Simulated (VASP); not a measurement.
# Mg7Zn9O16 (P1) in VASP: further runs

Aim: see how the results for Mg7Zn9O16 move with the level of theory and the settings. Levels: HSE06, PBEsol. Tasks: single point.

All numbers are computed with VASP 6.6.1; they aren't measurements. Logs are shortened: lines on timing, memory, paths and dates and some standing lists are left out, and cuts for length are marked.

**1. The cell of the first run**

The typed cell holds 64 atoms: a = 8.489 Å, b = 8.489 Å, c = 8.489 Å, α = 90.00°, β = 90.00°, γ = 90.00°.

**2. Single point, HSE06**

The input, POSCAR:

```
Mg7Zn9O16
1.0
    8.4892080000      0.0000000000      0.0000000000
    0.0000000000      8.4892080000      0.0000000000
    0.0000000000      0.0000000000      8.4892080000
O Mg Zn
32 14 18
Direct
    0.2487630000      0.0004290000      0.9994600000
    0.2496330000      0.0001210000      0.4996320000
    0.2486610000      0.4999560000      0.9996670000
    0.2488450000      0.4998880000      0.4989690000
    0.7522620000      0.0006450000      0.9998560000
    0.7494210000      0.0004100000      0.4996210000
    0.7524610000      0.5002690000      0.9998390000
    0.7522170000      0.5001560000      0.4993890000
    0.9977650000      0.2502900000      0.9967690000
    0.9979220000      0.2522960000      0.5016170000
    0.9979440000      0.7501450000      0.9993950000
    0.9976960000      0.7474210000      0.4994870000
    0.5013350000      0.2505540000      0.9996870000
    0.5012690000      0.2505840000      0.4996610000
    0.5012920000      0.7504440000      0.9997090000
    0.5012310000      0.7503540000      0.4998030000
    0.9975670000      0.9978590000      0.2472840000
    0.9978730000      0.0000640000      0.7519840000
    0.9979370000      0.5028880000      0.2493700000
    0.9978620000      0.5000790000      0.7493830000
    0.5011440000      0.0006600000      0.2498460000
    0.5012770000      0.0002680000      0.7498980000
    0.5012100000      0.5004710000      0.2495580000
    0.5013820000      0.5005970000      0.7497930000
    0.2494400000      0.2498700000      0.2494530000
    0.2489450000      0.2500540000      0.7490540000
    0.2489630000      0.7506420000      0.2496170000
    0.2486850000      0.7500490000      0.7492240000
    0.7496400000      0.2502740000      0.2498040000
    0.7522600000      0.2501070000      0.7493140000
    0.7521700000      0.7506640000      0.2499670000
    0.7524820000      0.7505820000      0.7494750000
    0.0012470000      0.0006710000      0.9998870000
    0.0012800000      0.4999620000      0.9996540000
    0.0014140000      0.4996990000      0.4990740000
    0.7490960000      0.2502850000      0.9994870000
    0.7491050000      0.2500830000      0.4995030000
    0.7492020000      0.7504660000      0.9996260000
    0.7490400000      0.7503540000      0.4996110000
    0.7490670000      0.0004950000      0.2496900000
    0.7489810000      0.0002950000      0.7497010000
    0.7490220000      0.5003250000      0.2495890000
    0.7491480000      0.5002270000      0.7494560000
    0.0013880000      0.2497910000      0.7489580000
    0.0012850000      0.7505710000      0.2499260000
    0.0013310000      0.7504550000      0.7490830000
    0.9992100000      0.0001030000      0.4995940000
    0.4997940000      0.0003590000      0.9997440000
    0.4994720000      0.0004330000      0.4996830000
    0.4999780000      0.5004480000      0.9995460000
    0.5000890000      0.5003600000      0.4996230000
    0.2498510000      0.2502320000      0.9994340000
    0.2501310000      0.2500070000      0.4991190000
    0.2497360000      0.7502690000      0.9994750000
    0.2499480000      0.7501160000      0.4994070000
    0.2497420000      0.0003900000      0.2496890000
    0.2499140000      0.0001380000      0.7493670000
    0.2500650000      0.5002770000      0.2493570000
    0.2498230000      0.5001140000      0.7493820000
    0.9992340000      0.2504610000      0.2493810000
    0.4994750000      0.2504610000      0.2494760000
    0.4999640000      0.2503310000      0.7496410000
    0.5001150000      0.7505270000      0.2496030000
    0.5000670000      0.7503440000      0.7495820000
```

The input, INCAR.step1:

```
SYSTEM = Mg7Zn9O16
PREC     = Accurate       ! precision mode
ENCUT    = 520            ! plane-wave cutoff, eV
EDIFF    = 1E-5           ! SCF threshold, eV
ISMEAR   = -1             ! smearing method
SIGMA    = 0.05           ! smearing width, eV
LREAL    = Auto         
LASPH    = .TRUE.         ! aspherical terms in the spheres
NELM     = 100            ! most SCF steps
ALGO     = Normal         ! electronic algorithm
ISIF     = 2              ! what is computed and relaxed
LWAVE    = .TRUE.         ! write WAVECAR
LCHARG   = .FALSE.        ! write CHGCAR
GGA      = PE             ! functional
NBANDS   = 256            ! bands
LUSENCCL = .FALSE.
```

The input, INCAR.step2:

```
SYSTEM = Mg7Zn9O16
PREC     = Accurate       ! precision mode
ENCUT    = 520            ! plane-wave cutoff, eV
EDIFF    = 1E-6           ! SCF threshold, eV
ISMEAR   = -1             ! smearing method
SIGMA    = 0.05           ! smearing width, eV
LREAL    = Auto         
LASPH    = .TRUE.         ! aspherical terms in the spheres
NELM     = 100            ! most SCF steps
ALGO     = Normal         ! electronic algorithm
ISIF     = 2              ! what is computed and relaxed
LWAVE    = .FALSE.        ! write WAVECAR
LCHARG   = .FALSE.        ! write CHGCAR
GGA      = PE             ! functional
LHFCALC  = .TRUE.         ! exact exchange
HFSCREEN = 0.2079         ! screening, 1/A
PRECFOCK = Fast         
ISTART   = 1            
NBANDS   = 256            ! bands
LUSENCCL = .FALSE.
```

The input, KPOINTS:

```
Automatic mesh
0
G
  1 1 1
  0 0 0
```

Potentials or basis: VASP PAW PBE potentials, release 64 (O, Mg, Zn).

Launch:

```
$ cat potpaw_PBE.64/O/POTCAR potpaw_PBE.64/Mg/POTCAR potpaw_PBE.64/Zn/POTCAR > POTCAR
$ cp INCAR.step1 INCAR
$ mpirun -np 1 vasp_gam > vasp.out
$ cp INCAR.step2 INCAR
$ mpirun -np 1 vasp_gam > vasp.out
```

OUTCAR:

```text
SYSTEM = Mg7Zn9O16
   PREC = Accurate
   ENCUT = 520
   EDIFF = 1E-6
   ISMEAR = -1
   LREAL = Auto
   LASPH = .TRUE.
   NELM = 100
   ISIF = 2
   GGA = PE
   LHFCALC = .TRUE.
   HFSCREEN = 0.2079
   PRECFOCK = Fast
   ISTART = 1

 ion  position               nearest neighbor table
   1  0.249  0.000  0.999-  33 2.10  52 2.12  57 2.12  54 2.12  56 2.12  48 2.13
   2  0.250  0.000  0.500-  57 2.12  49 2.12  53 2.12  56 2.12  55 2.12  47 2.13
   3  0.249  0.500  1.000-  34 2.10  58 2.12  52 2.12  59 2.12  54 2.12  50 2.13
   4  0.249  0.500  0.499-  35 2.10  58 2.12  53 2.12  55 2.12  59 2.13  51 2.13
   5  0.752  0.001  1.000-  33 2.11  36 2.12  40 2.12  41 2.12  38 2.12  48 2.14
   6  0.749  0.000  0.500-  37 2.12  47 2.12  40 2.12  49 2.12  39 2.12  41 2.12
[... 76 lines left out ...]
  58  0.250  0.500  0.249-   4 2.12   3 2.12  27 2.13  25 2.13  23 2.13  19 2.14  35 2.99  34 2.99
                            45 3.00  61 3.00  50 3.00  54 3.00  55 3.00  52 3.00  53 3.00  51 3.00
  59  0.250  0.500  0.749-  28 2.12  26 2.12   3 2.12   4 2.13  24 2.14  20 2.14  35 2.99  44 2.99
                            34 2.99  46 2.99  62 3.00  52 3.00  55 3.00  51 3.00  54 3.00  50 3.00
  60  0.999  0.250  0.249-  29 2.12  25 2.12  10 2.14  19 2.14  17 2.14   9 2.14  35 3.00  34 3.00
                            33 3.00  36 3.00  42 3.00  40 3.00  37 3.00  52 3.00  47 3.00  56 3.00
  61  0.499  0.250  0.249-  13 2.12  21 2.12  23 2.12  25 2.12  29 2.12  14 2.12  53 3.00  58 3.00
                            42 3.00  40 3.00  36 3.00  37 3.00  52 3.00  56 3.00  48 3.00  50 3.00
  62  0.500  0.250  0.750-  14 2.12  13 2.12  22 2.12  24 2.12  26 2.13  30 2.14  36 3.00  41 3.00
                            43 3.00  37 3.00  49 3.00  52 3.00  59 3.00  50 3.00  51 3.00  48 3.00
  63  0.500  0.751  0.250-  15 2.12  23 2.12  21 2.12  16 2.12  27 2.13  31 2.14  40 2.99  39 2.99
                            38 3.00  42 3.00  48 3.00  55 3.00  49 3.00  50 3.00  51 3.00  56 3.00
  64  0.500  0.750  0.750-  24 2.12  16 2.12  22 2.12  15 2.12  28 2.13  32 2.14  41 2.99  39 3.00
                            38 3.00  43 3.00  50 3.00  51 3.00  57 3.00  49 3.00  48 3.00  54 3.00

  LATTYP: Found a simple cubic cell.
 ALAT       =     8.4892080000

  Lattice vectors:

 A1 = (   8.4892080000,   0.0000000000,   0.0000000000)
 A2 = (   0.0000000000,   8.4892080000,   0.0000000000)
 A3 = (   0.0000000000,   0.0000000000,   8.4892080000)

Analysis of symmetry for initial positions (statically):
=====================================================================
 Subroutine PRICEL returns:
 Original cell was already a primitive cell.

 Routine SETGRP: Setting up the symmetry group for a
 simple cubic supercell.

 Subroutine GETGRP returns: Found  1 space group operations
 (whereof  1 operations were pure point group operations)
 out of a pool of 48 trial point group operations.

The static configuration has the point symmetry C_1 .

Analysis of symmetry for dynamics (positions and initial velocities):
=====================================================================
 Subroutine PRICEL returns:
 Original cell was already a primitive cell.

 Routine SETGRP: Setting up the symmetry group for a
 simple cubic supercell.

 Subroutine GETGRP returns: Found  1 space group operations
 (whereof  1 operations were pure point group operations)
 out of a pool of 48 trial point group operations.

The dynamic configuration has the point symmetry C_1 .

 Subroutine INISYM returns: Found  1 space group operations
 (whereof  1 operations are pure point group operations),
 and found     1 'primitive' translations

----------------------------------------------------------------------------------------

                                     Primitive cell

  volume of cell :     611.7888
[... 179 lines left out ...]
 SYSTEM =  Mg7Zn9O16
   PREC   = accura    normal or accurate (medium, high low for compatibility)
   ISTART =      1    job   : 0-new  1-cont  2-samecut
   ICHARG =      0    charge: 1-file 2-atom 10-const
[... 24 lines left out ...]
   IMIX   =      1    mixing-type and parameters
     AMIX     =   0.40;   BMIX     =  1.00
     AMIX_MAG =   1.60;   BMIX_MAG =  1.00
  volume/ion in A,a.u.               =       9.56        64.51
  Fermi-wavevector in a.u.,A,eV,Ry     =   1.462300  2.763346 29.093628  2.138321
  Thomas-Fermi vector in A             =   2.578530
   LORBIT       =      0    0 simple, 1 ext, 2 COOP (PROOUT), +10 PAW based schemes
   GGA     = PE    functional components
   LHFCALC =     T    Hartree Fock is set to
   PRECFOCK=fast      Normal, Fast or Accurate (Low or Medium for compatibility)
   ENCUT4O =  -1.0   cutoff for four orbital integrals eV
   NKREDX  =     1    reduce k-point grid by
   NKREDY  =     1    reduce k-point grid by
   NKREDZ  =     1    reduce k-point grid by
   AEXX    =    0.2500 exact exchange contribution
   HFSCREEN=    0.2079 screening length (either q_TF or 0.3 A-1)
   HFSCREENC=   0.2079 screening length for correlation (either q_TF or 0.3 A-1)
   ENCUTFOCK=  -1.0 apply spherical cutoff to Coloumb kernel
   IVDW    =     0    specifies the selected vdW correction
   LEPSILON=     F    determine dielectric tensor
   LRPA    =     F    only Hartree local field effects (RPA)
 non-spin polarized calculation
  energy-cutoff  :      520.00
  volume of cell :      611.79
 maximum number of plane-waves:      8260
 NGX is ok and might be reduce to    64
  NGX = 32; NGY = 32; NGZ = 32

 number of electron     436.0000497 magnetization

 Free energy of the ion-electron system (eV)
  ---------------------------------------------------
  ext. energy  EPLUGINS =         0.00000000
  ---------------------------------------------------
  free energy    TOTEN  =      -399.03431881 eV

  energy without entropy =     -399.03431881  energy(sigma->0) =     -399.03431881

 E-fermi :   3.2755     XC(G=0):  -9.6360

 val. band max:        2.0211682204   @ k =   0.0000   0.0000   0.0000
 cond. band min:       5.7494578629   @ k =   0.0000   0.0000   0.0000
 fundamental gap:      3.7282896426
 Fermi energy:         3.2754959897

 k-point     1 :       0.0000    0.0000    0.0000
  band No.  band energies     occupation
      1     -17.9138      2.00000
      2     -17.1567      2.00000
      3     -17.1473      2.00000
      4     -17.1065      2.00000
      5     -17.1061      2.00000
      6     -17.1050      2.00000
[... 222 lines left out ...]
    229       9.8523      0.00000
    230       9.8544      0.00000
 [bands above 230 left out]

------------------------ aborting loop because EDIFF is reached ----------------------------------------

  FORCE on cell =-STRESS in cart. coord.  units (eV):
  Direction    XX          YY          ZZ          XY          YZ          ZX
  --------------------------------------------------------------------------------------
  -------------------------------------------------------------------------------------
  Total        2.0220396      2.6171519      2.6189928      0.0186721     -0.0959513      0.0304494
  in kB        5.2953993      6.8539036      6.8587246      0.0488994     -0.2512811      0.0797420
  external PRESSURE =       6.3360092 kB  Pullay stress =       0.0000000 kB

 VOLUME and BASIS-vectors are now :
 -----------------------------------------------------------------------------
  energy-cutoff  :      520.00
  volume of cell :      611.79
      direct lattice vectors                 reciprocal lattice vectors
     8.489208000  0.000000000  0.000000000     0.117796619  0.000000000  0.000000000
     0.000000000  8.489208000  0.000000000     0.000000000  0.117796619  0.000000000
     0.000000000  0.000000000  8.489208000     0.000000000  0.000000000  0.117796619

 POSITION                                       TOTAL-FORCE (eV/Angst)
 -----------------------------------------------------------------------------------
      2.11180      0.00364      8.48462        -0.138438      0.007887      0.016389
      2.11919      0.00103      4.24148        -0.030815      0.012861     -0.013509
      2.11093      4.24423      8.48638        -0.137728      0.001710      0.004691
      2.11250      4.24365      4.23585        -0.135395      0.003483      0.009179
      6.38611      0.00548      8.48799         0.047601     -0.000421      0.004047
      6.36199      0.00348      4.24139         0.013801      0.010495     -0.014154
[... 56 lines left out ...]
      4.24558      6.37138      2.11893         0.055093      0.001534      0.008044
      4.24517      6.36983      6.36336         0.057602      0.003781      0.001405
 -----------------------------------------------------------------------------------
    total drift:                                0.004946     -0.050235      0.067391

  FREE ENERGIE OF THE ION-ELECTRON SYSTEM (eV)
  ---------------------------------------------------
  free  energy   TOTEN  =      -399.0343188100 eV

  energy  without entropy=     -399.0343188099  energy(sigma->0) =     -399.03431881
```

Run time: 6.3 min. Hardware: 1 × NVIDIA H100 80GB with 1 thread of AMD EPYC 7R13 (Zen 3), shared host; peak memory 1.5 GiB.

Results:

```
Free energy            : -399.0343 eV
Pressure               : 0.6 GPa
Largest force          : 0.156 eV/Å
Band gap on the k mesh : 3.73 eV
```

Forces in eV/Å, atoms in the order of the input:
```
O   -0.138  0.008  0.016
O   -0.031  0.013 -0.014
O   -0.138  0.002  0.005
O   -0.135  0.003  0.009
O    0.048  0.000  0.004
O    0.014  0.010 -0.014
O    0.054 -0.015 -0.001
O    0.055 -0.016 -0.011
O   -0.066  0.017 -0.062
O   -0.096  0.087  0.086
O   -0.052 -0.004 -0.005
O   -0.057 -0.050  0.020
O    0.132 -0.008 -0.032
O    0.133  0.003  0.015
O    0.137 -0.006 -0.009
O    0.137 -0.026 -0.009
O   -0.073 -0.071 -0.080
O   -0.074 -0.008  0.074
O   -0.077  0.064 -0.015
O   -0.045  0.019  0.017
O    0.137 -0.033 -0.035
O    0.131  0.000  0.006
O    0.140  0.014 -0.007
O    0.134 -0.015 -0.007
O   -0.024  0.006  0.008
O   -0.139  0.001  0.011
O   -0.144  0.001  0.007
O   -0.142  0.017  0.003
O    0.007 -0.011  0.000
O    0.048 -0.009 -0.006
O    0.051 -0.001 -0.010
O    0.055  0.001 -0.011
Mg  -0.086 -0.026 -0.021
Mg  -0.091  0.023 -0.016
Mg  -0.097  0.025  0.019
Mg   0.063  0.002 -0.023
Mg   0.045  0.037  0.025
Mg   0.088 -0.002  0.005
Mg   0.065 -0.032 -0.005
Mg   0.045 -0.028 -0.024
Mg   0.069  0.005  0.023
Mg   0.067  0.031  0.006
Mg   0.092  0.000  0.000
Mg  -0.090  0.022  0.022
Mg  -0.089 -0.017 -0.023
Mg  -0.092 -0.022  0.026
Zn  -0.039 -0.020  0.016
Zn   0.068  0.005  0.003
Zn   0.047 -0.003 -0.001
Zn   0.066 -0.003  0.005
Zn   0.058 -0.003 -0.004
Zn  -0.039 -0.006 -0.016
Zn  -0.040  0.017  0.023
Zn  -0.059  0.004  0.004
Zn  -0.041 -0.013 -0.001
Zn  -0.027 -0.017 -0.015
Zn  -0.041  0.004  0.022
Zn  -0.048  0.014  0.009
Zn  -0.060 -0.002 -0.006
Zn  -0.041  0.012 -0.018
Zn   0.049 -0.004  0.008
Zn   0.063 -0.002 -0.006
Zn   0.055  0.002  0.008
Zn   0.058  0.004  0.001
```

Stress tensor (GPa, compression positive):
```
 0.53  0.00  0.01
 0.00  0.69 -0.03
 0.01 -0.03  0.69
```

Levels at points of the mesh, in eV from the valence-band top:
| k point | band 216 | band 217 | band 218 | band 219 | band 220 | band 221 |
| --- | --- | --- | --- | --- | --- | --- |
| (0.00, 0.00, 0.00) | -0.02 | 0.00 | 0.00 | 3.73 | 6.75 | 7.13 |

Caveat: the k points lie up to 0.74 Å⁻¹ apart; the PAW data sets were made with another functional, which shifts forces and pressure a little. A k mesh can miss the band edges.

**3. Single point, PBEsol**

The input, INCAR:

```
SYSTEM = Mg7Zn9O16
ALGO     = Normal         ! electronic algorithm
EDIFF    = 1E-7           ! SCF threshold, eV
ENCUT    = 520            ! plane-wave cutoff, eV
GGA      = PS             ! functional
ISIF     = 2              ! what is computed and relaxed
ISMEAR   = -1             ! smearing method
ISYM     = 0            
LASPH    = .TRUE.         ! aspherical terms in the spheres
LCHARG   = .FALSE.        ! write CHGCAR
LREAL    = Auto         
LWAVE    = .FALSE.        ! write WAVECAR
NBANDS   = 256            ! bands
NELM     = 100            ! most SCF steps
PREC     = Accurate       ! precision mode
SIGMA    = 0.05           ! smearing width, eV
```

The input, KPOINTS:

```
Automatic mesh
0
Gamma
  1 1 1
  0.25 0.25 0.25
```

Changes to POSCAR since step 2:

```diff
@@ -2,5 +2,5 @@
 1.0
-    8.4892080000      0.0000000000      0.0000000000
-    0.0000000000      8.4892080000      0.0000000000
-    0.0000000000      0.0000000000      8.4892080000
+    8.4892082663      0.0000000000      0.0000000000
+    0.0000000000      8.4892082663      0.0000000000
+    0.0000000000      0.0000000000      8.4892082663
 O Mg Zn
```

Potentials or basis: VASP PAW PBE potentials, release 64 (O, Mg, Zn).

Launch:

```
$ cat potpaw_PBE.64/O/POTCAR potpaw_PBE.64/Mg/POTCAR potpaw_PBE.64/Zn/POTCAR > POTCAR
$ mpirun -np 1 vasp_std > vasp.out
```

Wall time 22 min (1 thread of AMD EPYC 7R13 (Zen 3), shared host); peak memory 0.79 GiB.

It converged, with:

* Free energy: -346.1348 eV
* Pressure: 0.5 GPa
* Largest force: 0.080 eV/Å
* Band gap on the k mesh: 3.02 eV, direct

Forces on the atoms (eV/Å):
```
O   -0.047  0.004  0.011
O   -0.007  0.009 -0.010
O   -0.040  0.005  0.001
O   -0.043  0.006  0.010
O    0.042 -0.006 -0.002
O   -0.004  0.006 -0.009
O    0.042 -0.008 -0.008
O    0.049 -0.009 -0.005
O   -0.040  0.007 -0.040
O   -0.051  0.044  0.043
O   -0.042  0.006  0.003
O   -0.032 -0.028  0.009
O    0.039 -0.008 -0.016
O    0.042 -0.010 -0.001
O    0.043 -0.004 -0.008
O    0.044 -0.009 -0.010
O   -0.030 -0.029 -0.039
O   -0.048  0.001  0.049
O   -0.050  0.040 -0.006
O   -0.036  0.009  0.006
O    0.045 -0.014 -0.017
O    0.038  0.001 -0.008
O    0.046 -0.001 -0.006
O    0.040 -0.014 -0.007
O   -0.001  0.008  0.004
O   -0.047  0.005  0.011
O   -0.051 -0.001  0.003
O   -0.044  0.012  0.005
O   -0.010 -0.005 -0.005
O    0.043 -0.002 -0.001
O    0.046 -0.005 -0.015
O    0.043 -0.005 -0.005
Mg   0.003 -0.004  0.000
Mg  -0.004  0.000  0.007
Mg  -0.008  0.005 -0.004
Mg  -0.003  0.005  0.008
Mg   0.001  0.006 -0.005
Mg  -0.002 -0.005  0.003
Mg  -0.001 -0.002 -0.001
Mg   0.000  0.002  0.007
Mg   0.003  0.001 -0.007
Mg   0.001  0.000  0.003
Mg   0.002  0.003  0.004
Mg  -0.001 -0.001  0.002
Mg   0.000  0.003  0.000
Mg  -0.005  0.001  0.004
Zn   0.005 -0.007  0.004
Zn   0.012  0.003  0.003
Zn   0.001 -0.004  0.001
Zn   0.010 -0.001  0.004
Zn   0.001 -0.002 -0.002
Zn   0.004 -0.004 -0.001
Zn  -0.010  0.001  0.008
Zn   0.000  0.002  0.002
Zn   0.001  0.001  0.001
Zn   0.002 -0.002  0.000
Zn   0.002  0.001  0.007
Zn  -0.005 -0.001  0.007
Zn  -0.002 -0.001 -0.004
Zn   0.004 -0.001 -0.005
Zn   0.003 -0.002  0.007
Zn   0.007  0.000 -0.003
Zn  -0.001  0.000  0.007
Zn   0.002  0.002  0.004
```

Stress tensor (GPa, compression positive):
```
 0.26  0.01  0.01
 0.01  0.57 -0.04
 0.01 -0.04  0.57
```

Levels at points of the mesh, in eV from the valence-band top:
| k point | band 215 | band 216 | band 217 | band 218 | band 219 | band 220 | band 221 | band 222 |
| --- | --- | --- | --- | --- | --- | --- | --- | --- |
| (0.25, 0.25, 0.25) | -0.22 | -0.22 | -0.21 | 0.00 | 3.02 | 4.68 | 4.75 | 4.82 |

Caveat: the k points lie up to 0.74 Å⁻¹ apart; the PAW data sets were made with another functional, which shifts forces and pressure a little. A k mesh can miss the band edges.
